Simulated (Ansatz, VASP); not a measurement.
# TaSi in VASP and in Ansatz

```xyz
2
Lattice="0.0000 2.0706 2.0706 2.0706 0.0000 2.0706 2.0706 2.0706 0.0000" Properties=species:S:1:pos:R:3 pbc="T T T"
Ta    0.0000    0.0000    0.0000
Si    2.0706    2.0706    2.0706
```

Change from the starting cell: volume scaled by 0.52, LAPW.

Alike in both runs: task single point; functional PBE; k mesh 14 × 14 × 14; occupations fermi-dirac, width 0.05 eV; no spin polarisation.

|  | VASP | Ansatz |
| --- | --- | --- |
| version | VASP 6.6.1 | Ansatz 0.2.0 |
| potentials or method | VASP PAW PBE potentials, release 64 (Ta_pv, Si), cutoff 520 eV | all-electron LAPW, scalar-relativistic |

|  | VASP | Ansatz | Ansatz less VASP |
| --- | --- | --- | --- |
| pressure (GPa) | 364.4 | 352.7 | -11.70 |

Both programs put the cell under a high pressure, so it lies far from rest at this level. Ansatz ran all-electron here, and VASP with PAW potentials.

Neither program's run includes spin-orbit coupling. Noted on VASP's run: the cell as given lies far from equilibrium.
